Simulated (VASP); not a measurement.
Set up this calculation in VASP 6.6.1, as the native input.

- Task: single point
- Functional: PBE
- Dispersion: D3(BJ)
- Potentials or basis: VASP PAW PBE potentials, release 64 (Mo_sv, S)
- Cutoff: 520 eV
- k mesh: 14 × 14 × 3
- Occupations: gaussian, width 0.15 eV
- Spin: no spin polarisation
- Dipole correction: no
- Further INCAR settings: ALGO = Fast; EDIFF = 1e-06; NBANDS = 49

The structure of MoS2 lies in POSCAR:

```
MoS2
1.0
   -1.5671157456     -2.7143240927      0.0000000000
    1.5671157456     -2.7143240927      0.0000000000
    0.0000000000     -4.5238734879     17.8649660373
Mo S
3 6
Direct
    0.3055416667      0.3055416667      0.8333500000
    0.1944305556      0.1944305556      0.1666833333
    0.2499861111      0.2499861111      0.5000166667
    0.5085662934      0.5085662934      0.5897204479
   -0.4358781510     -0.4358781510      0.9230537812
    0.4530107379      0.4530107379      0.2563871146
    0.9358503732      0.9358503732      0.0769795521
   -0.0085940712     -0.0085940712      0.4103128854
    0.0469614844      0.0469614844      0.7436462188
```

One way to write it, as run:

INCAR

```
PREC = Accurate ; ENCUT = 520
EDIFF = 1E-6 ; ISMEAR = 0
SIGMA = 0.15 ; LREAL = F
LASPH = T ; NELM = 80
ALGO = Fast ; ISIF = 2
LWAVE = F ; LCHARG = F
GGA = PE ; IVDW = 12
NBANDS = 49
```

KPOINTS

```
regular mesh
0
Gamma
  14 14 3
```

Potentials or basis: VASP PAW PBE potentials, release 64 (Mo_sv, S).

Run with:

```bash
$ cat potpaw_PBE.64/Mo_sv/POTCAR potpaw_PBE.64/S/POTCAR > POTCAR
$ mpirun -np 1 vasp_std > vasp.out
```

It gave:

```json
{
 "Pressure": "0.1 GPa",
 "Largest force": "0.153 eV/Å",
 "Band gap on the k mesh": "zero (bands 39 and 40 overlap by 0.59 eV)",
 "Dispersion energy per atom": "-0.450 eV"
}
```

Wall time 22 min on 1 thread of Oxide Virtual Turin-like Processor (shared host), peak memory 0.87 GiB.
